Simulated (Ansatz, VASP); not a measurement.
## Two plane-wave programs on KYSe2

File INCAR:

```
SYSTEM = KYSe2
PREC = Accurate
ENCUT = 520
EDIFF = 1E-7
ISMEAR = -1
SIGMA = 0.02
LREAL = .False.
LASPH = .True.
NELM = 60
ALGO = Normal
ISIF = 2
LWAVE = .False.
LCHARG = .True.
GGA = PE
LELF = .True.
LVHAR = .True.
NBANDS = 24
```

File KPOINTS:

```
Automatic mesh
0
Gamma
  6 6 4
  0 0 0
```

Contents of POSCAR:

```
KYSe2
1.0
    4.3197464731      0.0000000000      0.0000000000
    0.0000000000      4.3197464731      0.0000000000
    0.0000000000      0.0000000000      5.7779046755
K Se Y
1 2 1
Direct
    0.0000000000      0.0000000000      0.0000000000
    0.0000000000      0.0000000000      0.5000000000
    0.5000000000      0.5000000000      0.0000000000
    0.5000000000      0.5000000000      0.5000000000
```

Input for Ansatz:

```yaml
crystal:
  lattice:
    - [4.3197464731, 0.0, 0.0]
    - [0.0, 4.3197464731, 0.0]
    - [0.0, 0.0, 5.7779046755]
  atoms:
    - { symbol: K, position: [0.0, 0.0, 0.0] }
    - { symbol: Se, position: [0.0, 0.0, 0.5] }
    - { symbol: "Y", position: [0.5, 0.5, 0.5] }
    - { symbol: Se, position: [0.5, 0.5, 0.0] }
kpoints:
  mp_grid: { grid: [6, 6, 4] }
  band_path:
    path:
      - [0.0, 0.0, 0.0]
      - [0.0, 0.5, 0.0]
      - [0.5, 0.5, 0.0]
      - [0.0, 0.0, 0.5]
      - [0.0, 0.5, 0.5]
      - [0.5, 0.5, 0.5]
    npoints: 1
hamiltonian:
  xc: pbe
scf:
  occupations: { method: fermi_dirac, width: 0.02 }
  n_extra_bands: 5
output:
  forces: true
  stress: true
  eigenvalues: true
```

Change from the starting cell: uniaxial_z strain -1.5%.

Alike in both runs: task single point; functional PBE; k mesh 6 × 6 × 4; occupations fermi-dirac, width 0.02 eV; no spin polarisation.

```csv
,VASP,Ansatz
version,VASP 6.6.1,Ansatz 0.2.0
potentials or method,"VASP PAW PBE potentials, release 64 (K_sv, Se, Y_sv)","plane waves, PAW"
plane-wave cutoff (eV),520,420
valence electrons in the cell,32,52
```

```csv
,VASP,Ansatz,Ansatz less VASP
pressure (GPa),1.7,1.6,-0.13
```

VASP's potentials hold 32 valence electrons a cell and Ansatz's 52, so a difference there can come from the potentials and not from the codes.
